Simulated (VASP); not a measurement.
NaLiZnS2:

```xyz
5
Lattice="3.9821 0.0000 0.0000 -1.9910 3.4486 0.0000 0.0000 0.0000 6.8239" Properties=species:S:1:pos:R:3 pbc="T T T"
Na    0.0000    0.0000    0.1785
Li    0.0000    2.2990    2.4337
Zn    1.9910    1.1495    4.1737
S     0.0000    2.2990    5.0074
S     1.9910    1.1495    1.8543
```

* Program: VASP 6.6.1
* Task: relaxation of cell and atoms
* Functional: BLYP
* Dispersion: D3(BJ)
* Potentials or basis: VASP PAW PBE potentials, release 64 (Na_pv, Li_sv, Zn, S)
* Cutoff: 600 eV
* k mesh: 6 × 6 × 4
* Occupations: gaussian, width 0.01 eV
* Spin: no spin polarisation

At the start: pressure -3.5 GPa; volume 18.74 Å³/atom.

Problem. Where does the relaxation end?

Solution. Over 19 steps the energy falls by 20.8 meV/atom and the volume is 17.11 Å³/atom (-8.7 %); space group P3m1 (No. 156, to 0.1 Å) before and after.

Step by step:
```
step  energy change (eV)  largest force (eV/Å)  pressure (GPa)  volume (Å³)
   1              0.0000                0.1586           -3.45        93.71
   2             -0.0769                0.3484           -0.81        88.34
   3             -0.0814                0.4125            0.22        86.66
   4             -0.0930                0.2371            0.14        86.20
   5             -0.0952                0.1355            0.08        85.85
   6             -0.1011                0.0742           -0.02        85.74
   7             -0.1021                0.0755           -0.09        85.67
   8             -0.1030                0.0687            0.04        85.50
   9             -0.1032                0.0617            0.18        85.32
  10             -0.1032                0.0632            0.14        85.37
  11             -0.1037                0.0265           -0.01        85.55
  12             -0.1037                0.0265            0.02        85.53
  13             -0.1037                0.0162           -0.06        85.59
  14             -0.1038                0.0146           -0.07        85.61
  15             -0.1038                0.0106           -0.09        85.64
  16             -0.1038                0.0130           -0.02        85.57
  17             -0.1038                0.0136           -0.03        85.56
  18             -0.1038                0.0158           -0.01        85.55
  19             -0.1038                0.0057            0.00        85.53
```

Final structure:
```yaml
crystal:
  lattice:
    - [3.88151, 0.00000, 0.00000]
    - [-1.94075, 3.36149, 0.00000]
    - [0.00000, 0.00000, 6.55497]
  atoms:
    - { symbol: Na, position: [0.00000, 0.00000, 0.02225] }
    - { symbol: Li, position: [0.33333, 0.66667, 0.35346] }
    - { symbol: Zn, position: [0.66667, 0.33333, 0.61513] }
    - { symbol: S, position: [0.33333, 0.66667, 0.74526] }
    - { symbol: S, position: [0.66667, 0.33333, 0.26391] }
```

Caveat: the cutoff is under 1.25 times the usual one of these potentials, so pressure, stress and relaxed cells hold a basis-set (Pulay) error; the PAW data sets were made with another functional, which shifts forces and pressure a little.
